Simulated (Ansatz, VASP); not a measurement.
# Two plane-wave programs on ZnSe

```
Zn Se
1.0
     0.00000   -2.83380   -2.83380
     0.00000    2.83380   -2.83380
     5.66760    0.00000    0.00000
Zn Se
2 2
Direct
  0.50000 0.50000 0.46030
  0.00000 0.00000 0.03970
  0.00000 0.50000 0.25000
  0.50000 0.00000 0.75000
```

Change from the starting cell: mode 7 (198.7 1/cm) frozen in, largest displacement +0.225 Å.

Alike in both runs: task single point; functional PBE; k mesh 8 × 8 × 6; occupations gaussian, width 0.05 eV; no spin polarisation.

|  | VASP | Ansatz |
| --- | --- | --- |
| version | VASP 6.6.1 | Ansatz 0.2.0 |
| potentials or method | VASP PAW PBE potentials, release 64 (Zn, Se), cutoff 520 eV | scalar-relativistic, plane waves, PAW |
| valence electrons in the cell | 36 | 56 |

```tsv
	VASP	Ansatz	Ansatz less VASP
gap on the k mesh at the Fermi level (eV)	0.93	0.94	+0.004
least direct gap on the mesh (eV)	0.93	0.94	+0.004
pressure (GPa)	3.7	3.4	-0.24
traceless stress, the component that is largest in VASP (GPa)	-1.88	-1.85	+0.026
rms of the force components (eV/Å)	0.867	0.855	-0.0120
```

Atom by atom the forces differ by 0.012 eV/Å (rms over components). VASP's potentials hold 36 valence electrons a cell and Ansatz's 56, so a difference there can come from the potentials and not from the codes.
